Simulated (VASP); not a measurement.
# MoS2 (C2/m) in VASP: a series of runs, part 2 of 2

VASP 6.6.1. The steps go on from the part before.

## (3) Single point, PBE+D3(BJ)

This run uses another cell than the first one, of 18.02 Å³/atom.

INCAR reads:

```
SYSTEM = MoS2
ALGO = Fast
EDIFF = 1E-6
ENCUT = 520
GGA = PE
ISIF = 2
ISMEAR = 0
IVDW = 12
LASPH = .True.
LCHARG = .False.
LREAL = .False.
LWAVE = .False.
NBANDS = 49
NELM = 60
PREC = Accurate
SIGMA = 0.15
```

KPOINTS reads:

```
k-points
0
Gamma
  14 14 3
  0 0 0
```

POSCAR reads:

```
MoS2
1.0
   -1.5671157456     -2.7143240927      0.0000000000
    1.5671157456     -2.7143240927      0.0000000000
    0.0000000000     -1.3571620464     19.0649660373
Mo S
3 6
Direct
    0.8047758200      0.8047758200      0.7808967201
    0.2942853738      0.2942853738      0.1561918381
    0.5495305969      0.5495305969      0.4685442791
    0.8618495339      0.8618495339      0.5526018642
    0.1170947570      0.1170947570      0.8649543052
    0.6066043109      0.6066043109      0.2402494232
    0.9819664367      0.9819664367      0.0721342530
    0.2372116598      0.2372116598      0.3844866940
    0.4924568829      0.4924568829      0.6968391350
```

Potentials or basis: VASP PAW PBE potentials, release 64 (Mo_sv, S).

Started as:

```console
cat potpaw_PBE.64/Mo_sv/POTCAR potpaw_PBE.64/S/POTCAR > POTCAR
mpirun -np 1 vasp_std > vasp.out
```

OUTCAR:

```text
SYSTEM = MoS2
   EDIFF = 1E-6
   ENCUT = 520
   GGA = PE
   ISIF = 2
   ISMEAR = 0
   IVDW = 12
   LASPH = .True.
   LREAL = .False.
   NELM = 60
   PREC = Accurate
 IVDW          = 12

 ion  position               nearest neighbor table
   1  0.805  0.805  0.781-   5 2.42   9 2.42   9 2.42   5 2.42   5 2.42   9 2.42
   2  0.294  0.294  0.156-   7 2.42   7 2.42   6 2.42   6 2.42   6 2.42   7 2.42
   3  0.550  0.550  0.469-   4 2.42   8 2.42   8 2.42   4 2.42   4 2.42   8 2.42
   4  0.862  0.862  0.553-   3 2.42   3 2.42   3 2.42
   5  0.117  0.117  0.865-   1 2.42   1 2.42   1 2.42
[... 1475 lines left out ...]
  Total      -0.03719    -0.04769    -0.41257     0.00000     0.02635     0.00000
  in kB      -0.36736    -0.47108    -4.07544     0.00000     0.26027     0.00000
  external pressure =       -1.64 kB  Pullay stress =        0.00 kB

 VOLUME and BASIS-vectors are now :
 -----------------------------------------------------------------------------
  energy-cutoff  :      520.00
  volume of cell :      162.19
      direct lattice vectors                 reciprocal lattice vectors
    -1.567115746 -2.714324093  0.000000000    -0.319057480 -0.184207922 -0.013113058
     1.567115746 -2.714324093  0.000000000     0.319057480 -0.184207922 -0.013113058
     0.000000000 -1.357162046 19.064966037     0.000000000  0.000000000  0.052452231

 POSITION                                       TOTAL-FORCE (eV/Angst)
 -----------------------------------------------------------------------------------
      0.00000     -5.42865     14.88777         0.000000     -0.002962      0.016554
      0.00000     -1.80955      2.97779         0.000000      0.002962     -0.016554
      0.00000     -3.61910      8.93278         0.000000      0.000000      0.000000
      0.00000     -5.42865     10.53534         0.000000     -0.000002     -0.004011
      0.00000     -1.80955     16.49032         0.000000     -0.001718      0.107250
      0.00000     -3.61910      4.58035         0.000000     -0.000180      0.018827
      0.00000     -5.42865      1.37524         0.000000      0.001718     -0.107250
      0.00000     -1.80955      7.33023         0.000000      0.000002      0.004011
      0.00000     -3.61910     13.28521         0.000000      0.000180     -0.018827
 -----------------------------------------------------------------------------------
    total drift:                               -0.000000     -0.000011      0.000022

  FREE ENERGIE OF THE ION-ELECTRON SYSTEM (eV)
  ---------------------------------------------------
  free  energy   TOTEN  =       -66.7520411394 eV

  energy  without entropy=      -66.7238087719  energy(sigma->0) =      -66.73792496
```

OSZICAR:

```text
N       E                     dE             d eps       ncg     rms          rms(c)
DAV:   1     0.712433191892E+03    0.71243E+03   -0.43640E+04 17220   0.151E+03
DAV:   2    -0.255298743027E+02   -0.73796E+03   -0.71401E+03 18926   0.393E+02
DAV:   3    -0.663138995998E+02   -0.40784E+02   -0.39429E+02 19682   0.828E+01
DAV:   4    -0.674508473482E+02   -0.11369E+01   -0.11259E+01 19509   0.134E+01
DAV:   5    -0.674835279029E+02   -0.32681E-01   -0.32625E-01 20704   0.217E+00    0.410E+01
RMM:   6    -0.643598545121E+02    0.31237E+01   -0.25105E+01 16802   0.190E+01    0.148E+01
RMM:   7    -0.635324224752E+02    0.82743E+00   -0.63544E+00 16028   0.984E+00    0.115E+01
RMM:   8    -0.630564763689E+02    0.47595E+00   -0.24834E+00 16694   0.681E+00    0.262E+00
RMM:   9    -0.630957893156E+02   -0.39313E-01   -0.72564E-01 20193   0.280E+00    0.275E+00
RMM:  10    -0.629242818186E+02    0.17151E+00   -0.13864E-01 17305   0.151E+00    0.960E-01
RMM:  11    -0.629225418479E+02    0.17400E-02   -0.67270E-02 18052   0.972E-01    0.370E-01
RMM:  12    -0.629217812476E+02    0.76060E-03   -0.13046E-02 19156   0.499E-01    0.115E-01
RMM:  13    -0.629221160943E+02   -0.33485E-03   -0.41673E-03 22481   0.158E-01    0.822E-02
RMM:  14    -0.629221802326E+02   -0.64138E-04   -0.63614E-04 20031   0.831E-02    0.593E-02
RMM:  15    -0.629221724471E+02    0.77855E-05   -0.19205E-04 20779   0.483E-02    0.173E-02
RMM:  16    -0.629221770885E+02   -0.46413E-05   -0.70065E-05 20106   0.223E-02    0.105E-02
RMM:  17    -0.629221780054E+02   -0.91698E-06   -0.11824E-05 17943   0.125E-02    0.257E-03
RMM:  18    -0.629221781134E+02   -0.10798E-06   -0.36096E-06 14567   0.548E-03
   1 F= -.66752041E+02 E0= -.66737925E+02  d E =-.282324E-01
```

Run time: 20 min. Hardware: 1 thread of Oxide Virtual Turin-like, shared host; peak memory 0.91 GiB.

Results:

* Free energy: -66.7520 eV
* Pressure: -0.2 GPa
* Largest force: 0.107 eV/Å
* Band gap on the k mesh: zero (bands 39 and 40 overlap by 0.44 eV)
* Dispersion energy per atom: -0.426 eV

Forces in eV/Å, atoms in the order of the input:
```
Mo   0.000 -0.003  0.017
Mo   0.000  0.003 -0.017
Mo   0.000  0.000  0.000
S    0.000  0.000 -0.004
S    0.000 -0.002  0.107
S    0.000  0.000  0.019
S    0.000  0.002 -0.107
S    0.000  0.000  0.004
S    0.000  0.000 -0.019
```

Stress tensor (GPa, compression positive):
```
-0.04  0.00  0.00
 0.00 -0.05  0.03
 0.00  0.03 -0.41
```

## (4) Single point, PBE+D3(BJ)

This run uses another cell than the first one, of 16.60 Å³/atom.

INCAR reads:

```
SYSTEM = MoS2
ALGO     = Fast           ! electronic algorithm
EDIFF    = 1E-7           ! SCF threshold, eV
ENCUT    = 520            ! plane-wave cutoff, eV
GGA      = PE             ! functional
ISIF     = 2              ! what is computed and relaxed
ISMEAR   = 0              ! smearing method
IVDW     = 12             ! dispersion correction
LASPH    = .True.         ! aspherical terms in the spheres
LCHARG   = .False.        ! write CHGCAR
LREAL    = .False.        ! projectors in reciprocal space
LWAVE    = .False.        ! write WAVECAR
NBANDS   = 49             ! bands
NELM     = 80             ! most SCF steps
PREC     = Accurate       ! precision mode
SIGMA    = 0.15           ! smearing width, eV
```

KPOINTS is that of step 3.

POSCAR reads:

```
MoS2
1.0
   -1.5671157456     -2.7143240927      0.0000000000
    1.5671157456     -2.7143240927      0.0000000000
    0.0000000000     -2.2619367439     17.5649660373
Mo S
3 6
Direct
    0.6468403493      0.6468403493      0.8475831616
    0.2626957528      0.2626957528      0.1695301934
    0.4547680510      0.4547680510      0.5085566775
    0.7500864374      0.7500864374      0.5997925502
   -0.0578412643     -0.0578412643      0.9388190343
    0.5580141391      0.5580141391      0.2607660661
    0.9673773664      0.9673773664      0.0782943207
    0.1594496647      0.1594496647      0.4173208048
    0.3515219630      0.3515219630      0.7563472889
```

Potentials or basis: VASP PAW PBE potentials, release 64 (Mo_sv, S).

Started as:

```console
cat potpaw_PBE.64/Mo_sv/POTCAR potpaw_PBE.64/S/POTCAR > POTCAR
mpirun -np 1 vasp_std > vasp.out
```

OUTCAR:

```text
SYSTEM = MoS2
   EDIFF = 1E-7
   ENCUT = 520
   GGA = PE
   ISIF = 2
   ISMEAR = 0
   IVDW = 12
   LASPH = .True.
   LREAL = .False.
   NELM = 80
   PREC = Accurate
 IVDW          = 12

 ion  position               nearest neighbor table
   1  0.647  0.647  0.848-   9 2.42   5 2.42   5 2.42   5 2.42   9 2.42   9 2.42
   2  0.263  0.263  0.170-   6 2.42   7 2.42   7 2.42   7 2.42   6 2.42   6 2.42
   3  0.455  0.455  0.509-   8 2.42   4 2.42   4 2.42   4 2.42   8 2.42   8 2.42
   4  0.750  0.750  0.600-   3 2.42   3 2.42   3 2.42
   5  0.942  0.942  0.939-   1 2.42   1 2.42   1 2.42   7 2.49
   6  0.558  0.558  0.261-   2 2.42   2 2.42   2 2.42
   7  0.967  0.967  0.078-   2 2.42   2 2.42   2 2.42   5 2.49
   8  0.159  0.159  0.417-   3 2.42   3 2.42   3 2.42
   9  0.352  0.352  0.756-   1 2.42   1 2.42   1 2.42

  LATTYP: Found a base centered monoclinic cell.
 ALAT       =     5.4286481854
 B/A-ratio  =     0.5773502692
 C/A-ratio  =     3.2623238005
 COS(beta)  =    -0.1277208187

  Lattice vectors:

 A1 = (   1.5671157456,   2.7143240927,   0.0000000000)
[... 201 lines left out ...]
 k-point     1 :       0.0000    0.0000    0.0000
  band No.  band energies     occupation
      1     -53.0274      2.00000
      2     -53.0274      2.00000
      3     -53.0126      2.00000
      4     -27.1638      2.00000
      5     -27.1636      2.00000
      6     -27.1070      2.00000
[... 1237 lines left out ...]
     48      11.3863      0.00000
     49      11.8975      0.00000

 [... further k-points ...]

------------------------ aborting loop because EDIFF is reached ----------------------------------------

 Edisp (eV)   -4.12642

 E8    (eV) :    -1.6667

  FORCE on cell =-STRESS in cart. coord.  units (eV):
  Direction    XX          YY          ZZ          XY          YZ          ZX
  --------------------------------------------------------------------------------------
  -------------------------------------------------------------------------------------
  Total       0.52917     1.60318     3.00453     0.00000    -1.54758     0.00000
  in kB       5.67369    17.18913    32.21418     0.00000   -16.59300     0.00000
  external pressure =       18.36 kB  Pullay stress =        0.00 kB

 VOLUME and BASIS-vectors are now :
 -----------------------------------------------------------------------------
  energy-cutoff  :      520.00
  volume of cell :      149.43
      direct lattice vectors                 reciprocal lattice vectors
    -1.567115746 -2.714324093  0.000000000    -0.319057480 -0.184207922 -0.023721462
     1.567115746 -2.714324093  0.000000000     0.319057480 -0.184207922 -0.023721462
     0.000000000 -2.261936744 17.564966037     0.000000000  0.000000000  0.056931508

 POSITION                                       TOTAL-FORCE (eV/Angst)
 -----------------------------------------------------------------------------------
      0.00000     -5.42865     14.88777         0.000000      0.267574      0.088632
      0.00000     -1.80955      2.97779         0.000000     -0.267574     -0.088632
      0.00000     -3.61910      8.93278         0.000000     -0.000000      0.000000
      0.00000     -5.42865     10.53534         0.000000      0.001258     -0.037412
      0.00000     -7.23820     16.49032         0.000000      0.229020     -1.425910
      0.00000     -3.61910      4.58035         0.000000      0.058517     -0.003447
      0.00000     -5.42865      1.37524         0.000000     -0.229020      1.425910
      0.00000     -1.80955      7.33023         0.000000     -0.001258      0.037412
      0.00000     -3.61910     13.28521         0.000000     -0.058517      0.003447
 -----------------------------------------------------------------------------------
    total drift:                                0.000000      0.000001      0.000007

  FREE ENERGIE OF THE ION-ELECTRON SYSTEM (eV)
  ---------------------------------------------------
  free  energy   TOTEN  =       -66.3517527300 eV

  energy  without entropy=      -66.3121890209  energy(sigma->0) =      -66.33197088
```

stdout:

```text
POSCAR found type information on POSCAR MoS
 POSCAR found :  2 types and       9 ions
 scaLAPACK will be used
 LDA part: xc-table for (Slater+PW92), standard interpolation
 POSCAR, INCAR and KPOINTS ok, starting setup
 FFT: planning ... GRIDC
 FFT: planning ... GRID_SOFT
 FFT: planning ... GRID
 WAVECAR not read
 entering main loop
```

Wall time 28 min (1 thread of Oxide Virtual Turin-like, shared host); peak memory 0.86 GiB.

Results:

* Free energy: -66.3518 eV
* Pressure: 1.8 GPa
* Largest force: 1.444 eV/Å
* Band gap on the k mesh: zero (bands 39 and 40 overlap by 0.67 eV)
* Dispersion energy per atom: -0.458 eV

Forces in eV/Å, atoms in the order of the input:
```
Mo   0.000  0.268  0.089
Mo   0.000 -0.268 -0.089
Mo   0.000  0.000  0.000
S    0.000  0.001 -0.037
S    0.000  0.229 -1.426
S    0.000  0.059 -0.003
S    0.000 -0.229  1.426
S    0.000 -0.001  0.037
S    0.000 -0.059  0.003
```

Levels at points of the mesh, in eV from the Fermi level:
```csv
k point,band 37,band 38,band 39,band 40,band 41,band 42
"(0.00, 0.00, 0.00)",-0.78,-0.36,-0.36,-0.28,-0.03,-0.02
"(0.50, 0.00, 0.00)",-1.60,-1.30,-1.02,1.37,1.38,1.38
"(0.50, 0.50, 0.00)",-1.65,-1.42,-1.37,1.37,1.38,1.38
```

Caveat: forces of over 1 eV/Å act on the atoms, so gaps and moduli don't describe the material at rest.

## (5) Single point, PBE+D3(BJ)

This run uses another cell than the first one, of 16.60 Å³/atom.

INCAR reads:

```
SYSTEM = MoS2
  PREC = Accurate
  ENCUT = 520
  EDIFF = 1E-7
  ISMEAR = 0
  SIGMA = 0.15
  LREAL = .False.
  LASPH = .True.
  NELM = 100
  ALGO = Fast
  ISIF = 2
  LWAVE = .False.
  LCHARG = .False.
  GGA = PE
  IVDW = 12
  NBANDS = 49
```

KPOINTS reads:

```
regular mesh
0
Gamma
  14 14 3
  0 0 0
```

POSCAR reads:

```
MoS2
1.0
   -1.5671157456     -2.7143240927      0.0000000000
    1.5671157456     -2.7143240927      0.0000000000
    0.0000000000     -2.7143240927     17.5649660373
Mo S
3 6
Direct
    0.5762084192      0.5762084192      0.8475831616
    0.2485682366      0.2485682366      0.1695301934
    0.4123883279      0.4123883279      0.5085566775
    0.7001037249      0.7001037249      0.5997925502
   -0.1360761838     -0.1360761838      0.9388190343
    0.5362836336      0.5362836336      0.2607660661
    0.9608528397      0.9608528397      0.0782943207
    0.1246729309      0.1246729309      0.4173208048
    0.2884930222      0.2884930222      0.7563472889
```

Started as:

```console
cat potpaw_PBE.64/Mo_sv/POTCAR potpaw_PBE.64/S/POTCAR > POTCAR
mpirun -np 1 vasp_std > vasp.out
```

It took 33 min on 1 thread of Oxide Virtual Turin-like, shared host; peak memory 0.86 GiB.

It converged, with:

- Free energy: -66.5911 eV
- Pressure: 1.2 GPa
- Largest force: 1.008 eV/Å
- Band gap on the k mesh: zero (bands 39 and 40 overlap by 0.62 eV)
- Dispersion energy per atom: -0.458 eV

Forces on the atoms (eV/Å):
```
Mo   0.000  0.273  0.104
Mo   0.000 -0.273 -0.104
Mo   0.000  0.000  0.000
S    0.000  0.002 -0.030
S    0.000  0.326 -0.954
S    0.000  0.053 -0.021
S    0.000 -0.326  0.954
S    0.000 -0.002  0.030
S    0.000 -0.053  0.021
```

Stress tensor (GPa, compression positive):
```
 0.24  0.00  0.00
 0.00  1.76 -2.00
 0.00 -2.00  1.71
```

Levels at points of the mesh, in eV from the Fermi level:
```tsv
k point	band 35	band 36	band 37	band 38	band 39	band 40	band 41	band 42	band 43	band 44
(0.00, 0.00, 0.00)	-0.81	-0.79	-0.79	-0.29	-0.26	-0.24	-0.16	-0.03	-0.02	-0.02
(0.50, 0.00, 0.00)	-2.12	-1.74	-1.66	-1.37	-1.14	1.36	1.36	1.37	1.70	2.03
(0.50, 0.50, 0.00)	-2.20	-2.08	-1.83	-1.42	-1.37	1.36	1.36	1.37	1.90	1.91
```

Caveat: forces of over 1 eV/Å act on the atoms, so gaps and moduli don't describe the material at rest.

## (6) Single point, PBE+D3(BJ)

This run uses another cell than the first one, of the same volume but with other edges.

INCAR reads:

```
SYSTEM = MoS2
  ALGO = Fast
  EDIFF = 1E-7
  ENCUT = 520
  GGA = PE
  ISIF = 2
  ISMEAR = 0
  IVDW = 12
  LASPH = .TRUE.
  LCHARG = .TRUE.
  LELF = .TRUE.
  LREAL = .FALSE.
  LVHAR = .TRUE.
  LWAVE = .FALSE.
  NBANDS = 49
  NELM = 100
  PREC = Accurate
  SIGMA = 0.15
```

KPOINTS reads:

```
k-points
0
G
  14 14 3
  0 0 0
```

POSCAR reads:

```
MoS2
1.0
   -1.5671157456     -2.7143240927      0.0000000000
    1.5671157456     -2.7143240927      0.0000000000
    0.0000000000     -2.2619367439     17.8649660373
Mo S
3 6
Direct
    0.6527708333      0.6527708333      0.8333500000
    0.2638819444      0.2638819444      0.1666833333
    0.4583263889      0.4583263889      0.5000166667
    0.7542831467      0.7542831467      0.5897204479
   -0.0512724088     -0.0512724088      0.9230537812
    0.5598387023      0.5598387023      0.2563871146
    0.9679251866      0.9679251866      0.0769795521
    0.1623696311      0.1623696311      0.4103128854
    0.3568140755      0.3568140755      0.7436462188
```

Potentials or basis: VASP PAW PBE potentials, release 64 (Mo_sv, S).

Started as:

```console
cat potpaw_PBE.64/Mo_sv/POTCAR potpaw_PBE.64/S/POTCAR > POTCAR
mpirun -np 1 vasp_std > vasp.out
```

Wall time 38 min (1 thread of Oxide Virtual Turin-like, shared host); peak memory 0.87 GiB.

The run converged. Its results:

- Free energy: -66.6518 eV
- Pressure: 0.8 GPa
- Largest force: 0.747 eV/Å
- Band gap on the k mesh: zero (bands 39 and 40 overlap by 0.54 eV)
- Dispersion energy per atom: -0.450 eV

Forces on the atoms (eV/Å):
```
Mo   0.000  0.110  0.089
Mo   0.000 -0.110 -0.089
Mo   0.000  0.000  0.000
S    0.000  0.001 -0.020
S    0.000  0.123 -0.737
S    0.000  0.019  0.013
S    0.000 -0.123  0.737
S    0.000 -0.001  0.020
S    0.000 -0.019 -0.013
```

Stress tensor (GPa, compression positive):
```
 0.16  0.00  0.00
 0.00  0.66 -0.87
 0.00 -0.87  1.67
```

Levels at points of the mesh, in eV from the Fermi level:
| k point | band 37 | band 38 | band 39 | band 40 | band 41 | band 42 |
| --- | --- | --- | --- | --- | --- | --- |
| (0.00, 0.00, 0.00) | -0.79 | -0.28 | -0.23 | -0.21 | -0.07 | -0.02 |
| (0.50, 0.00, 0.00) | -1.61 | -1.50 | -1.31 | 1.35 | 1.35 | 1.37 |
| (0.50, 0.50, 0.00) | -1.72 | -1.41 | -1.40 | 1.35 | 1.35 | 1.37 |

## (7) Overview

| cell | further INCAR settings | gap on the mesh (eV) | pressure (GPa) | largest force (eV/Å) |
| --- | --- | --- | --- | --- |
| a = 3.134, b = 3.134, c = 18.429 Å, angles 77.7, 77.7, 60.0°, 9 atoms | ALGO = Fast; EDIFF = 1e-06; NBANDS = 49 | none | 0.1 | 0.15 |
| a = 3.134, b = 3.134, c = 19.113 Å, angles 86.5, 86.5, 60.0°, 9 atoms | ALGO = Fast; EDIFF = 1e-06; NBANDS = 49 | none | -0.2 | 0.11 |
| a = 3.134, b = 3.134, c = 17.710 Å, angles 83.6, 83.6, 60.0°, 9 atoms | ALGO = Fast; EDIFF = 1e-07; NBANDS = 49 | none | 1.8 | 1.44 |
| a = 3.134, b = 3.134, c = 17.773 Å, angles 82.4, 82.4, 60.0°, 9 atoms | ALGO = Fast; EDIFF = 1e-07; NBANDS = 49 | none | 1.2 | 1.01 |
| a = 3.134, b = 3.134, c = 18.008 Å, angles 83.8, 83.8, 60.0°, 9 atoms | ALGO = Fast; EDIFF = 1e-07; NBANDS = 49 | none | 0.8 | 0.75 |

Alike in all rows: task single point; level PBE+D3(BJ); potentials or basis VASP PAW PBE potentials, release 64 (Mo_sv, S); no spin polarisation; k mesh 14 × 14 × 3; cutoff (eV) 520; smearing gaussian 0.15 eV.

Caveats: forces of over 1 eV/Å act on the atoms, so gaps and moduli don't describe the material at rest (at least some runs).

Absolute energies hang on the potentials; compare differences alone.
